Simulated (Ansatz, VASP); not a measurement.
## Two plane-wave programs on Be

```
CELL_PARAMETERS angstrom
0.00000 2.46599 2.46599
2.46599 0.00000 2.46599
2.46599 2.46599 0.00000
ATOMIC_POSITIONS crystal
Be 0.12500 0.12500 0.12500
Be 0.87500 0.87500 0.87500
```

Alike in both runs: functional r2SCAN; k mesh 12 × 12 × 12; occupations fermi-dirac, width 0.1 eV; no spin polarisation.

Ansatz relaxed the structure, and its values are those at the end. VASP's run is a single point on that final structure, the one shown.

```csv
,VASP,Ansatz
version,VASP 6.6.1,Ansatz 0.2.0
potentials or method,"VASP PAW PBE potentials, release 64 (Be), cutoff 520 eV","plane waves (500 eV) with PAW, scalar-relativistic"
valence electrons in the cell,4,4
```

```csv
,VASP,Ansatz,Ansatz less VASP
pressure (GPa),0.0,0.0,-0.04
```

VASP's potentials were made for PBE, not for r2SCAN.
